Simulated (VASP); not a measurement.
# Ge5W (F-43m) in VASP: notebook, part 2 of 2

VASP 6.6.1. Earlier steps stand in the parts before.

**3. Single point, PBE**

This run uses another cell than the first one, of 31.77 Å³/atom.

Input file INCAR:

```
SYSTEM = Ge5W
PREC = Accurate ; ENCUT = 520
EDIFF = 1E-6 ; ISMEAR = 0
SIGMA = 0.1 ; LREAL = .False.
LASPH = .True. ; NELM = 80
ALGO = Normal ; ISIF = 2
LWAVE = .False. ; LCHARG = .False.
GGA = PE ; NBANDS = 51
```

Input file KPOINTS:

```
regular mesh
0
Gamma
  8 8 8
  0 0 0
```

Input file POSCAR:

```
Ge5W
1.0
    0.0000000000      4.5680056854      4.5680056854
    4.5680056854      0.0000000000      4.5680056854
    4.5680056854      4.5680056854      0.0000000000
Ge W
5 1
Direct
    0.3493579918      0.9519260247      0.3493579918
    0.3493579918      0.3493579918      0.3493579918
    0.9519260247      0.3493579918      0.3493579918
    0.3493579918      0.3493579918      0.9519260247
    0.0000000000      0.0000000000      0.0000000000
    0.5000000000      0.5000000000      0.5000000000
```

Potentials or basis: VASP PAW PBE potentials, release 64 (Ge_d, W_sv).

Launch:

```
> cat potpaw_PBE.64/Ge_d/POTCAR potpaw_PBE.64/W_sv/POTCAR > POTCAR
> mpirun -np 1 vasp_std > vasp.out
```

OUTCAR:

```text
SYSTEM = Ge5W
   PREC = Accurate
   ENCUT = 520
   EDIFF = 1E-6
   ISMEAR = 0
   LREAL = .False.
   LASPH = .True.
   NELM = 80
   ISIF = 2
   GGA = PE

 ion  position               nearest neighbor table
   1  0.349  0.952  0.349-   6 2.38   3 2.57   4 2.57   2 2.57
   2  0.349  0.349  0.349-   6 2.38   3 2.57   4 2.57   1 2.57
   3  0.952  0.349  0.349-   6 2.38   2 2.57   4 2.57   1 2.57
   4  0.349  0.349  0.952-   6 2.38   2 2.57   3 2.57   1 2.57
   5  0.000  0.000  0.000-
   6  0.500  0.500  0.500-   2 2.38   1 2.38   3 2.38   4 2.38

  LATTYP: Found a face centered cubic cell.
 ALAT       =     9.1360113708

  Lattice vectors:

 A1 = (   0.0000000000,   4.5680056854,   4.5680056854)
 A2 = (   4.5680056854,   0.0000000000,   4.5680056854)
 A3 = (   4.5680056854,   4.5680056854,   0.0000000000)

Analysis of symmetry for initial positions (statically):
=====================================================================
 Subroutine PRICEL returns:
 Original cell was already a primitive cell.

 Routine SETGRP: Setting up the symmetry group for a
 face centered cubic supercell.

 Subroutine GETGRP returns: Found 24 space group operations
 (whereof 24 operations were pure point group operations)
 out of a pool of 48 trial point group operations.

The static configuration has the point symmetry T_d .

Analysis of symmetry for dynamics (positions and initial velocities):
=====================================================================
 Subroutine PRICEL returns:
 Original cell was already a primitive cell.

 Routine SETGRP: Setting up the symmetry group for a
 face centered cubic supercell.

 Subroutine GETGRP returns: Found 24 space group operations
 (whereof 24 operations were pure point group operations)
 out of a pool of 48 trial point group operations.

[... 126 lines left out ...]
   IMIX   =      4    mixing-type and parameters
     AMIX     =   0.40;   BMIX     =  1.00
     AMIX_MAG =   1.60;   BMIX_MAG =  1.00
  volume/ion in A,a.u.               =      31.77       214.41
  Fermi-wavevector in a.u.,A,eV,Ry     =   1.245751  2.354128 21.114825  1.551896
  Thomas-Fermi vector in A             =   2.379959
   LORBIT       =      0    0 simple, 1 ext, 2 COOP (PROOUT), +10 PAW based schemes
   GGA     = PE    functional components
   LHFCALC =     F    Hartree Fock is set to
   AEXX    =    0.0000 exact exchange contribution
   IVDW    =     0    specifies the selected vdW correction
   LEPSILON=     F    determine dielectric tensor
   LRPA    =     F    only Hartree local field effects (RPA)
 non-spin polarized calculation
 Gauss-broadening in eV      SIGMA  =   0.10
  energy-cutoff  :      520.00
  volume of cell :      190.64
 maximum number of plane-waves:      5166
   NGX = 25   NGY = 25   NGZ = 25

 number of electron      83.9999975 magnetization

 Free energy of the ion-electron system (eV)
  ---------------------------------------------------
  ext. energy  EPLUGINS =         0.00000000
  ---------------------------------------------------
  free energy    TOTEN  =       -28.46901542 eV

  energy without entropy =      -28.44735946  energy(sigma->0) =      -28.45818744

 E-fermi :   2.3222     XC(G=0):  -8.4240

 val. band max:        2.3081884008   @ k =   0.2500   0.0000   0.0000
 cond. band min:       2.3310566910   @ k =  -0.1250   0.1250   0.0000
 fundamental gap:      0.0228682902
 Fermi energy:         2.3222293488

 k-point     1 :       0.0000    0.0000    0.0000
  band No.  band energies     occupation
      1     -71.0944      2.00000
      2     -35.4068      2.00000
      3     -35.4068      2.00000
      4     -35.4068      2.00000
      5     -23.7759      2.00000
      6     -23.7759      2.00000
[... 1285 lines left out ...]
     50       6.2878      0.00000
     51       6.8445      0.00000

 [... further k-points ...]

------------------------ aborting loop because EDIFF is reached ----------------------------------------

  FORCE on cell =-STRESS in cart. coord.  units (eV):
  Direction    XX          YY          ZZ          XY          YZ          ZX
  --------------------------------------------------------------------------------------
  -------------------------------------------------------------------------------------
  Total        0.0092231      0.0092231      0.0092231      0.0000000      0.0000000      0.0000000
  in kB        0.0775132      0.0775132      0.0775132      0.0000000      0.0000000      0.0000000
  external PRESSURE =       0.0775132 kB  Pullay stress =       0.0000000 kB

 VOLUME and BASIS-vectors are now :
 -----------------------------------------------------------------------------
  energy-cutoff  :      520.00
  volume of cell :      190.64
      direct lattice vectors                 reciprocal lattice vectors
     0.000000000  4.568005685  4.568005685    -0.109456957  0.109456957  0.109456957
     4.568005685  0.000000000  4.568005685     0.109456957 -0.109456957  0.109456957
     4.568005685  4.568005685  0.000000000     0.109456957  0.109456957 -0.109456957

 POSITION                                       TOTAL-FORCE (eV/Angst)
 -----------------------------------------------------------------------------------
      5.94427      3.19174      5.94427        -0.003846      0.003846     -0.003846
      3.19174      3.19174      3.19174         0.003846      0.003846      0.003846
      3.19174      5.94427      5.94427         0.003846     -0.003846     -0.003846
      5.94427      5.94427      3.19174        -0.003846     -0.003846      0.003846
      0.00000      0.00000      0.00000        -0.000000      0.000000     -0.000000
      4.56801      4.56801      4.56801         0.000000     -0.000000      0.000000
 -----------------------------------------------------------------------------------
    total drift:                                0.000001      0.000001     -0.000000

  FREE ENERGIE OF THE ION-ELECTRON SYSTEM (eV)
  ---------------------------------------------------
  free  energy   TOTEN  =       -28.4690154214 eV

  energy  without entropy=      -28.4473594610  energy(sigma->0) =      -28.45818744
```

OSZICAR:

```text
N       E                     dE             d eps       ncg     rms          rms(c)
DAV:   1     0.995880737969E+03    0.99588E+03   -0.42722E+04  3568   0.381E+03
DAV:   2     0.142889006258E+03   -0.85299E+03   -0.83233E+03  2990   0.981E+02
DAV:   3    -0.182376605131E+02   -0.16113E+03   -0.15732E+03  3331   0.243E+02
DAV:   4    -0.300559179906E+02   -0.11818E+02   -0.11662E+02  3401   0.741E+01
DAV:   5    -0.304476737730E+02   -0.39176E+00   -0.39052E+00  3353   0.144E+01    0.165E+01
DAV:   6    -0.286346432481E+02    0.18130E+01   -0.39404E+00  3617   0.692E+00    0.789E+00
DAV:   7    -0.287056192418E+02   -0.70976E-01   -0.27681E+00  3438   0.600E+00    0.288E+00
DAV:   8    -0.284867802320E+02    0.21884E+00   -0.14991E+00  3371   0.393E+00    0.135E+00
DAV:   9    -0.285127722983E+02   -0.25992E-01   -0.73562E-01  3510   0.234E+00    0.111E+00
DAV:  10    -0.284778317724E+02    0.34941E-01   -0.44534E-01  3523   0.189E+00    0.565E-01
DAV:  11    -0.284682743175E+02    0.95575E-02   -0.69000E-02  3341   0.636E-01    0.173E-01
DAV:  12    -0.284689847378E+02   -0.71042E-03   -0.37929E-03  3419   0.223E-01    0.633E-02
DAV:  13    -0.284691076252E+02   -0.12289E-03   -0.25708E-04  3560   0.803E-02    0.761E-02
DAV:  14    -0.284690130425E+02    0.94583E-04   -0.11251E-03  3347   0.730E-02    0.212E-02
DAV:  15    -0.284690145467E+02   -0.15043E-05   -0.88435E-05  2681   0.277E-02    0.784E-03
DAV:  16    -0.284690156632E+02   -0.11165E-05   -0.37101E-06  2729   0.821E-03    0.501E-03
DAV:  17    -0.284690154214E+02    0.24186E-06   -0.53906E-06  2344   0.611E-03
   1 F= -.28469015E+02 E0= -.28458187E+02  d E =-.216560E-01
```

stdout:

```text
POSCAR found type information on POSCAR GeW
 POSCAR found :  2 types and       6 ions
 scaLAPACK will be used
 LDA part: xc-table for (Slater+PW92), standard interpolation
 POSCAR, INCAR and KPOINTS ok, starting setup
 FFT: planning ... GRIDC
 FFT: planning ... GRID_SOFT
 FFT: planning ... GRID
 WAVECAR not read
 entering main loop
```

It took 5.1 min on 1 thread of Intel Xeon Platinum 8259CL at 2.50GHz (Skylake/Cascade Lake), shared host; peak memory 0.44 GiB.

Results:

* Free energy: -28.4690 eV
* Pressure: 0.0 GPa
* Largest force: 0.007 eV/Å
* Band gap on the k mesh: zero (bands 42 and 43 overlap by 0.25 eV)

Forces on the atoms (eV/Å):
```
Ge  -0.004  0.004 -0.004
Ge   0.004  0.004  0.004
Ge   0.004 -0.004 -0.004
Ge  -0.004 -0.004  0.004
Ge   0.000  0.000  0.000
W    0.000  0.000  0.000
```

Caveat: spin-orbit coupling is left out, which moves the levels of the heavy elements.

The gap in the log of VASP goes by the Fermi energy; the results here count the filled bands.